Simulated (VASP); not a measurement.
Runs of VASP 6.6.1 on Cu. The structure is that of space group Fm-3m (No. 225), or close to it. The cells are those of the table. 

```csv
task,level,cell,k mesh,cutoff (eV),gap on the mesh (eV),pressure (GPa),relaxed volume (Å³/atom)
relaxation of cell and atoms,r2SCAN,"relaxed from a = 2.568 Å, angles 60.0°, 1 atom",10 × 10 × 10,600,none,0.1,11.50
single point,r2SCAN,"a = 2.530 Å, angles 60.0°, 1 atom",10 × 10 × 10,520,none,0.6,-
single point,PBE,"a = 2.568 Å, angles 60.0°, 1 atom",10 × 10 × 10,520,none,0.6,-
relaxation of cell and atoms,PBE,"relaxed from a = 2.556 Å, angles 60.0°, 1 atom",10 × 10 × 10,600,none,0.0,12.03
single point,r2SCAN,"a = 2.530 Å, angles 60.0°, 1 atom",12 × 12 × 12,520,none,(a),-
```

Alike in all rows: potentials or basis VASP PAW PBE potentials, release 64 (Cu); no spin polarisation; smearing fermi-dirac 0.02 eV.

Question: Fill in the values left out.

Answer: (a) 0.3.

Caveats: the PAW data sets were made with another functional, which shifts forces and pressure a little (some runs).

A gap of «none» marks levels without a gap at the run's occupations.
